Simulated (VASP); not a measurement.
Crystal: SiC (l.b).

```
CELL_PARAMETERS angstrom
0.00000 2.18000 2.18000
2.18000 0.00000 2.18000
2.18000 2.18000 0.00000
ATOMIC_POSITIONS crystal
Si 0.00000 0.00000 0.00000
C 0.25000 0.25000 0.25000
```

| Property | Result |
| --- | --- |
| Program | VASP 6.6.1 |
| Task | relaxation of cell and atoms |
| Functional | LDA |
| Potentials or basis | VASP PAW LDA potentials, release 64 (Si, C) |
| Cutoff | 600 eV |
| k mesh | 10 × 10 × 10 |
| Occupations | gaussian, width 0.02 eV |
| Spin | no spin polarisation |

At the start: pressure -4.5 GPa; volume 10.36 Å³/atom.

Q: Where does the relaxation end?

A: Over 3 steps the energy falls by 3.0 meV/atom and the volume is 10.15 Å³/atom (-2.0 %); space group F-43m (No. 216, to 0.05 Å).

Step by step:
```tsv
step	energy change (eV)	largest force (eV/Å)	pressure (GPa)	volume (Å³)
1	0.0000	0.0000	-4.48	20.72
2	0.0010	0.0000	5.20	19.86
3	-0.0059	0.0000	-0.02	20.30
```

Final structure:
```cif
data_structure
_symmetry_space_group_name_H-M 'P 1'
_symmetry_Int_Tables_number 1
_cell_length_a 3.0622
_cell_length_b 3.0622
_cell_length_c 3.0622
_cell_angle_alpha 60.000
_cell_angle_beta 60.000
_cell_angle_gamma 60.000
_cell_volume 20.30
loop_
_atom_site_label
_atom_site_type_symbol
_atom_site_fract_x
_atom_site_fract_y
_atom_site_fract_z
_atom_site_occupancy
Si1 Si 0.00000 0.00000 0.00000 1
C1 C 0.25000 0.25000 0.25000 1
```
